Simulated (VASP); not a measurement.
HfO2: single point with PBE

HfO2:

```
CELL_PARAMETERS angstrom
0.00000 2.52918 2.52918
2.52918 0.00000 2.52918
2.52918 2.52918 0.00000
ATOMIC_POSITIONS crystal
Hf 0.00000 0.00000 0.00000
O 0.25000 0.25000 0.25000
O 0.75000 0.75000 0.75000
```

```yaml
Program: VASP 6.6.1
Task: single point
Functional: PBE
Potentials_or_basis: VASP PAW PBE potentials, release 64 (Hf_pv, O)
Cutoff: 600 eV
k_mesh: 6 × 6 × 6
Occupations: gaussian, width 0.5 eV
Spin: no spin polarisation
Dipole_correction: no
Further_INCAR_settings: ALGO = Normal; EDIFF = 1e-06; NBANDS = 18
```

```
Pressure               : 1.9 GPa
Band gap on the k mesh : 3.82 eV, direct
```

Levels at points of the mesh, in eV from the valence-band top:
| k point | band 8 | band 9 | band 10 | band 11 | band 12 | band 13 | band 14 | band 15 |
| --- | --- | --- | --- | --- | --- | --- | --- | --- |
| (0.00, 0.00, 0.00) | -5.38 | -0.61 | -0.61 | -0.61 | 3.90 | 3.90 | 5.89 | 10.51 |
| (0.50, 0.00, 0.00) | -3.05 | -2.74 | -1.84 | -1.84 | 4.64 | 4.64 | 7.05 | 9.09 |
| (0.50, 0.50, 0.00) | -3.48 | -1.54 | -1.54 | 0.00 | 3.82 | 5.54 | 6.70 | 8.22 |

Wall time 9 s on 1 thread of Intel(R) Xeon(R) 6975P-C (Granite Rapids), with other jobs on the host, peak memory 0.17 GiB.

Caveat: spin-orbit coupling is left out, which moves the levels of the heavy elements. A hybrid or GW would open this gap; PBE tends to underestimate it.
